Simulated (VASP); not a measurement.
# Sb (Fd-3m) in VASP: further runs

The runs below take Sb through single point, relaxation of cell and atoms, with PBE.

Everything below comes from runs of VASP 6.6.1. Logs are shortened: lines on timing, memory, paths and dates and some standing lists are left out, and cuts for length are marked.

## Step 1: The cell of the first run

Symmetry: Fd-3m, No. 227, cubic system. The conventional cell has a = 6.980 Å, b = 6.980 Å, c = 6.980 Å, α = 90.00°, β = 90.00°, γ = 90.00°. Within 4.0 Å of Sb (site symmetry -43m) lie 4 Sb at 3.02 Å.

This isn't the form of Sb at room conditions, which is rhombohedral.

## Step 2: Single point, PBE

Input file INCAR:

```
SYSTEM = Sb
PREC = Accurate ; ENCUT = 520
EDIFF = 1E-6 ; ISMEAR = -1
SIGMA = 0.08 ; LREAL = .FALSE.
LASPH = .TRUE. ; NELM = 60
ALGO = Normal ; ISIF = 2
LWAVE = .FALSE. ; LCHARG = .FALSE.
GGA = PE ; NBANDS = 12
```

Input file KPOINTS:

```
Automatic mesh
0
G
  10 10 10
  0 0 0
```

Input file POSCAR:

```
Sb
1.0
    0.0000000000      3.4899676837      3.4899676837
    3.4899676837      0.0000000000      3.4899676837
    3.4899676837      3.4899676837      0.0000000000
Sb
2
Direct
   -0.1250000000     -0.1250000000     -0.1250000000
    0.1250000000      0.1250000000      0.1250000000
```

Potentials or basis: VASP PAW PBE potentials, release 64 (Sb).

Launch:

```bash
$ cat potpaw_PBE.64/Sb/POTCAR > POTCAR
$ mpirun -np 1 vasp_std > vasp.out
```

OUTCAR:

```text
SYSTEM = Sb
   PREC = Accurate
   ENCUT = 520
   EDIFF = 1E-6
   ISMEAR = -1
   LREAL = .FALSE.
   LASPH = .TRUE.
   NELM = 60
   ISIF = 2
   GGA = PE

 ion  position               nearest neighbor table
   1  0.875  0.875  0.875-   2 3.02   2 3.02   2 3.02   2 3.02
   2  0.125  0.125  0.125-   1 3.02   1 3.02   1 3.02   1 3.02

  LATTYP: Found a face centered cubic cell.
 ALAT       =     6.9799353674

  Lattice vectors:

 A1 = (   0.0000000000,   3.4899676837,   3.4899676837)
 A2 = (   3.4899676837,   0.0000000000,   3.4899676837)
 A3 = (   3.4899676837,   3.4899676837,   0.0000000000)

Analysis of symmetry for initial positions (statically):
=====================================================================
 Subroutine PRICEL returns:
 Original cell was already a primitive cell.

 Routine SETGRP: Setting up the symmetry group for a
 face centered cubic supercell.

 Subroutine GETGRP returns: Found 48 space group operations
 (whereof 12 operations were pure point group operations)
 out of a pool of 48 trial point group operations.

The static configuration has the point symmetry D_3d.
 The point group associated with its full space group is O_h .

Analysis of symmetry for dynamics (positions and initial velocities):
=====================================================================
 Subroutine PRICEL returns:
 Original cell was already a primitive cell.

 Routine SETGRP: Setting up the symmetry group for a
 face centered cubic supercell.

 Subroutine GETGRP returns: Found 48 space group operations
 (whereof 12 operations were pure point group operations)
 out of a pool of 48 trial point group operations.

The dynamic configuration has the point symmetry D_3d.
 The point group associated with its full space group is O_h .

 Subroutine INISYM returns: Found 48 space group operations
 (whereof 12 operations are pure point group operations),
 and found     1 'primitive' translations

----------------------------------------------------------------------------------------

                                     Primitive cell

  volume of cell :      85.0147

  direct lattice vectors                    reciprocal lattice vectors
     0.000000000  3.489967684  3.489967684    -0.143267802  0.143267802  0.143267802
     3.489967684  0.000000000  3.489967684     0.143267802 -0.143267802  0.143267802
     3.489967684  3.489967684  0.000000000     0.143267802  0.143267802 -0.143267802

  length of vectors
     4.935559631  4.935559631  4.935559631     0.248147113  0.248147113  0.248147113

[... 86 lines left out ...]
   ISIF   =      2    stress and relaxation
   ISYM   =      2    0-nonsym 1-usesym 2-fastsym
   POTIM  = 0.5000    time-step for ionic-motion
   TEBEG  =    0.0;   TEEND  =   0.0 temperature during run
   PSTRESS=    0.0 pullay stress
   NELECT =      10.0000    total number of electrons
   NUPDOWN=      -1.0000    fix difference up-down
   EMIN   =  10.00;   EMAX   =-10.00  energy-range for DOS
   EFERMI =   0.00;   METHOD = LEGACY
   ISMEAR =    -1;   SIGMA  =   0.08  broadening in eV -4-tet -1-fermi 0-gaus
   EFERMI_NEDOS =   21; number of points for ismear=-14 and -15
   IALGO  =     38    algorithm
   IMIX   =      4    mixing-type and parameters
     AMIX     =   0.40;   BMIX     =  1.00
     AMIX_MAG =   1.60;   BMIX_MAG =  1.00
  volume/ion in A,a.u.               =      42.51       286.85
  Fermi-wavevector in a.u.,A,eV,Ry     =   0.802128  1.515801  8.754105  0.643409
  Thomas-Fermi vector in A             =   1.909746
   LORBIT       =      0    0 simple, 1 ext, 2 COOP (PROOUT), +10 PAW based schemes
   GGA     = PE    functional components
   LHFCALC =     F    Hartree Fock is set to
   AEXX    =    0.0000 exact exchange contribution
   IVDW    =     0    specifies the selected vdW correction
   LEPSILON=     F    determine dielectric tensor
   LRPA    =     F    only Hartree local field effects (RPA)
 non-spin polarized calculation
  energy-cutoff  :      520.00
  volume of cell :       85.01
 maximum number of plane-waves:      2303
 NGX is ok and might be reduce to    40
   NGX = 19   NGY = 19   NGZ = 19

 number of electron      10.0000000 magnetization

 number of electron       9.9999999 magnetization

 Free energy of the ion-electron system (eV)
  ---------------------------------------------------
  ext. energy  EPLUGINS =         0.00000000
  ---------------------------------------------------
  free energy    TOTEN  =        -7.67376381 eV

  energy without entropy =       -7.64470416  energy(sigma->0) =       -7.65923398

 E-fermi :   3.8696     XC(G=0):  -7.8766

 val. band max:        3.8289602923   @ k =   0.2000   0.2000   0.0000
 cond. band min:       3.9250401244   @ k =   0.3000   0.2000   0.0000
 fundamental gap:      0.0960798320
 Fermi energy:         3.8695601062

 k-point     1 :       0.0000    0.0000    0.0000
  band No.  band energies     occupation
      1      -7.5471      2.00000
      2      -1.4629      2.00000
      3       2.1430      2.00000
      4       2.1430      2.00000
      5       2.1430      2.00000
      6       4.4295      0.00182
      7       4.4295      0.00182
      8       4.4295      0.00182
      9       7.8600      0.00000
     10      10.2499      0.00000
     11      10.2499      0.00000
     12      11.4440      0.00000
[... 331 lines left out ...]
 k-point    24 :       0.4000    0.3000    0.0000
  band No.  band energies     occupation
      1      -6.4295      2.00000
      2      -4.1200      2.00000
      3       0.6309      2.00000
      4       0.7883      2.00000
      5       3.5167      1.97601
      6       3.8267      1.26186
      7       6.9456      0.00000
      8       7.0561      0.00000
      9       8.8827      0.00000
     10      10.7968      0.00000
     11      11.5023      0.00000
     12      12.8368      0.00000

 [... further k-points ...]
[... 5 lines left out ...]
  --------------------------------------------------------------------------------------
  -------------------------------------------------------------------------------------
  Total        0.0672083      0.0672083      0.0672083     -0.0000000     -0.0000000      0.0000000
  in kB        1.2665998      1.2665998      1.2665998     -0.0000000     -0.0000000      0.0000000
  external PRESSURE =       1.2665998 kB  Pullay stress =       0.0000000 kB

 VOLUME and BASIS-vectors are now :
 -----------------------------------------------------------------------------
  energy-cutoff  :      520.00
  volume of cell :       85.01
      direct lattice vectors                 reciprocal lattice vectors
     0.000000000  3.489967684  3.489967684    -0.143267802  0.143267802  0.143267802
     3.489967684  0.000000000  3.489967684     0.143267802 -0.143267802  0.143267802
     3.489967684  3.489967684  0.000000000     0.143267802  0.143267802 -0.143267802

 POSITION                                       TOTAL-FORCE (eV/Angst)
 -----------------------------------------------------------------------------------
      6.10744      6.10744      6.10744         0.000000      0.000000      0.000000
      0.87249      0.87249      0.87249        -0.000000     -0.000000     -0.000000
 -----------------------------------------------------------------------------------
    total drift:                                0.000000     -0.000000     -0.000000

  FREE ENERGIE OF THE ION-ELECTRON SYSTEM (eV)
  ---------------------------------------------------
  free  energy   TOTEN  =        -7.6737638084 eV

  energy  without entropy=       -7.6447041571  energy(sigma->0) =       -7.65923398
```

It took 68 s on 1 thread of AMD EPYC 7R13, shared host; peak memory 0.21 GiB.

Results:

- Free energy: -7.6738 eV
- Pressure: 0.1 GPa
- Band gap on the k mesh: zero (bands 5 and 6 overlap by 1.05 eV)

Caveat: spin-orbit coupling is left out, which moves the levels of the heavy elements.

## Step 3: Relaxation of cell and atoms, PBE, target pressure 0.11 GPa, at which the enthalpy is minimised

This run uses another cell than the first one, of 34.24 Å³/atom.

Input file INCAR:

```
PREC = Accurate
ENCUT = 600
EDIFF = 1E-6
ISMEAR = -1
SIGMA = 0.08
LREAL = False
LASPH = True
NELM = 60
ALGO = Normal
ISIF = 3
LWAVE = False
LCHARG = False
GGA = PE
IBRION = 2
NSW = 60
EDIFFG = -0.005
PSTRESS = 1.1
```

Input file KPOINTS:

```
Automatic mesh
0
Gamma
  10 10 10
```

Input file POSCAR:

```
Sb
1.0
    0.0000000000      3.2472583454      3.2472583454
    3.2472583454      0.0000000000      3.2472583454
    3.2472583454      3.2472583454      0.0000000000
Sb
2
Direct
   -0.1250000000     -0.1250000000     -0.1250000000
    0.1250000000      0.1250000000      0.1250000000
```

Potentials or basis: VASP PAW PBE potentials, release 64 (Sb).

Launch:

```bash
$ cat potpaw_PBE.64/Sb/POTCAR > POTCAR
$ mpirun -np 1 vasp_std > vasp.out
```

Wall time 83 s (1 thread of Intel Xeon 6975P-C (Granite Rapids), shared host); peak memory 0.25 GiB.

It converged, with:

```
Free energy                                                : -7.6735 eV
Relaxed volume                                             : 42.52 Å³/atom
Relaxed cell                                               : a = 4.936 Å, b = 4.936 Å, c = 4.936 Å, α = 60.00°, β = 60.00°, γ = 60.00°
Space group after relaxing (to 0.1 Å)                      : Fd-3m (No. 227)
Energy change on relaxing (the run minimises the enthalpy) : -236.6 meV/atom
Ionic steps                                                : 5
Pressure after relaxing                                    : 0.1 GPa
Band gap on the k mesh                                     : zero (bands 5 and 6 overlap by 1.05 eV)
```

The path:
```csv
step,energy change (eV),largest force (eV/Å),pressure (GPa),volume (Å³)
1,0.0000,0.0000,10.79,68.48
2,-0.4048,0.0000,-2.42,93.70
3,-0.4730,0.0000,0.17,84.91
4,-0.4733,0.0000,0.04,85.26
5,-0.4731,0.0000,0.12,85.04
```

Final structure:
```cif
data_structure
_symmetry_space_group_name_H-M 'P 1'
_symmetry_Int_Tables_number 1
_cell_length_a 4.9360
_cell_length_b 4.9360
_cell_length_c 4.9360
_cell_angle_alpha 60.000
_cell_angle_beta 60.000
_cell_angle_gamma 60.000
_cell_volume 85.04
loop_
_atom_site_label
_atom_site_type_symbol
_atom_site_fract_x
_atom_site_fract_y
_atom_site_fract_z
_atom_site_occupancy
Sb1 Sb 0.87500 0.87500 0.87500 1
Sb2 Sb 0.12500 0.12500 0.12500 1
```

Levels at points of the mesh, in eV from the Fermi level:
| k point | band 1 | band 2 | band 3 | band 4 | band 5 | band 6 | band 7 | band 8 | band 9 |
| --- | --- | --- | --- | --- | --- | --- | --- | --- | --- |
| (0.00, 0.00, 0.00) | -11.42 | -5.33 | -1.73 | -1.73 | -1.73 | 0.56 | 0.56 | 0.56 | 3.99 |
| (0.50, 0.00, 0.00) | -10.36 | -8.01 | -2.49 | -2.49 | -2.19 | 1.60 | 1.60 | 4.01 | 5.64 |
| (0.50, 0.50, 0.00) | -9.26 | -9.26 | -3.33 | -3.33 | -0.42 | -0.42 | 4.18 | 4.18 | 6.17 |

Caveat: the cell is relaxed towards a set pressure, so the run minimises the enthalpy, not the energy; the volume moved by over 15 % at a fixed basis, so the end points are rough; spin-orbit coupling is left out, which moves the levels of the heavy elements.

## Step 4: Relaxation of cell and atoms, PBE, target pressure 0.11 GPa, at which the enthalpy is minimised

Input file INCAR:

```
SYSTEM = Sb
PREC = Accurate ; ENCUT = 600
EDIFF = 1E-6 ; ISMEAR = -1
SIGMA = 0.08 ; LREAL = .FALSE.
LASPH = .TRUE. ; NELM = 100
ALGO = Normal ; ISIF = 3
LWAVE = .FALSE. ; LCHARG = .FALSE.
GGA = PE ; IBRION = 2
NSW = 32 ; EDIFFG = -0.005
PSTRESS = 1.1
```

Input file KPOINTS:

```
Automatic mesh
0
G
  10 10 10
  0 0 0
```

Input file POSCAR:

```
Sb
1.0
    0.0000000000      3.4899676837      3.4899676837
    3.4899676837      0.0000000000      3.4899676837
    3.4899676837      3.4899676837      0.0000000000
Sb
2
Direct
   -0.1250000000     -0.1250000000     -0.1250000000
    0.1250000000      0.1250000000      0.1250000000
```

Launch:

```bash
$ cat potpaw_PBE.64/Sb/POTCAR > POTCAR
$ mpirun -np 1 vasp_std > vasp.out
```

Run time: 22 s. Hardware: 1 thread of Intel Xeon 6975P-C (Granite Rapids), shared host; peak memory 0.23 GiB.

It converged, with:

```
Free energy             : -7.6738 eV
Pressure after relaxing : 0.1 GPa
Band gap on the k mesh  : zero (bands 5 and 6 overlap by 1.05 eV)
```

Final structure:
```yaml
crystal:
  lattice:
    - [0.00000, 3.48997, 3.48997]
    - [3.48997, 0.00000, 3.48997]
    - [3.48997, 3.48997, 0.00000]
  atoms:
    - { symbol: Sb, position: [0.87500, 0.87500, 0.87500] }
    - { symbol: Sb, position: [0.12500, 0.12500, 0.12500] }
```

Levels at points of the mesh, in eV from the Fermi level:
| k point | band 3 | band 4 | band 5 | band 6 | band 7 | band 8 |
| --- | --- | --- | --- | --- | --- | --- |
| (0.00, 0.00, 0.00) | -1.73 | -1.73 | -1.73 | 0.56 | 0.56 | 0.56 |
| (0.50, 0.00, 0.00) | -2.49 | -2.49 | -2.19 | 1.60 | 1.60 | 4.01 |
| (0.50, 0.50, 0.00) | -3.33 | -3.33 | -0.42 | -0.42 | 4.19 | 4.19 |

Caveat: the relaxation stopped at its first step, so nothing moved; the cell is relaxed towards a set pressure, so the run minimises the enthalpy, not the energy; spin-orbit coupling is left out, which moves the levels of the heavy elements.

## Step 5: Overview

| task | cell | cutoff (eV) | gap on the mesh (eV) | pressure (GPa) |
| --- | --- | --- | --- | --- |
| single point | a = 4.936 Å, angles 60.0°, 2 atoms | 520 | none | 0.1 |
| relaxation of cell and atoms | relaxed to 0.11 GPa from a = 4.592 Å, angles 60.0°, 2 atoms | 600 | none | 0.1 |
| relaxation of cell and atoms | relaxed to 0.11 GPa from a = 4.936 Å, angles 60.0°, 2 atoms | 600 | none | 0.1 |

Alike in all rows: level PBE; potentials or basis VASP PAW PBE potentials, release 64 (Sb); no spin polarisation; k mesh 10 × 10 × 10; smearing fermi-dirac 0.08 eV.

Caveats: spin-orbit coupling is left out, which moves the levels of the heavy elements; the cell is relaxed towards a set pressure, so the run minimises the enthalpy, not the energy (at least some runs); the volume moved by over 15 % at a fixed basis, so the end points are rough (at least some runs); the relaxation stopped at its first step, so nothing moved (at least some runs).

Absolute energies hang on the potentials; compare differences alone.
